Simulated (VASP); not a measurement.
Wanted: the native input for a VASP 6.6.1 run.

- Task: single point
- Functional: PBEsol
- Potentials or basis: VASP PAW PBE potentials, release 64 (Ta_pv)
- Cutoff: 500 eV
- k mesh: 17 × 17 × 17
- Occupations: fermi-dirac, width 0.05 eV
- Spin: no spin polarisation
- Dipole correction: no
- Further INCAR settings: ALGO = Normal; EDIFF = 1e-06; NBANDS = 12

The structure of Ta lies in POSCAR:

```
Ta
1.0
   -1.6512800000      1.6512800000      1.6512800000
    1.6512800000     -1.6512800000      1.6512800000
    1.6512800000      1.6512800000     -1.6512800000
Ta
1
Direct
    0.0000000000      0.0000000000      0.0000000000
```

These files were run (other wordings do the same):

INCAR

```
SYSTEM = Ta
PREC     = Accurate       ! precision mode
ENCUT    = 500            ! plane-wave cutoff, eV
EDIFF    = 1E-6           ! SCF threshold, eV
ISMEAR   = -1             ! smearing method
SIGMA    = 0.05           ! smearing width, eV
LREAL    = .False.        ! projectors in reciprocal space
LASPH    = .True.         ! aspherical terms in the spheres
NELM     = 120            ! most SCF steps
ALGO     = Normal         ! electronic algorithm
ISIF     = 2              ! what is computed and relaxed
LWAVE    = .False.        ! write WAVECAR
LCHARG   = .False.        ! write CHGCAR
GGA      = PS             ! functional
NBANDS   = 12             ! bands
GGA_COMPAT= .False.
```

KPOINTS

```
regular mesh
0
Gamma
  17 17 17
  0 0 0
```

Potentials or basis: VASP PAW PBE potentials, release 64 (Ta_pv).

Run with:

```console
$ cat potpaw_PBE.64/Ta_pv/POTCAR > POTCAR
$ mpirun -np 1 vasp_std > vasp.out
```

It gave:

```json
{
  "Pressure": "-3.7 GPa",
  "Band gap on the k mesh": "zero (an odd number of electrons rules out a gap without spin polarisation)"
}
```

Caveat: the cell stands under tension; the PAW data sets were made with another functional, which shifts forces and pressure a little; spin-orbit coupling is left out, which moves the levels of the heavy elements.

It took 25 s on 1 thread of Intel(R) Xeon(R) Platinum 8375C CPU @ 2.90GHz (Ice Lake) (shared host), peak memory 0.16 GiB.
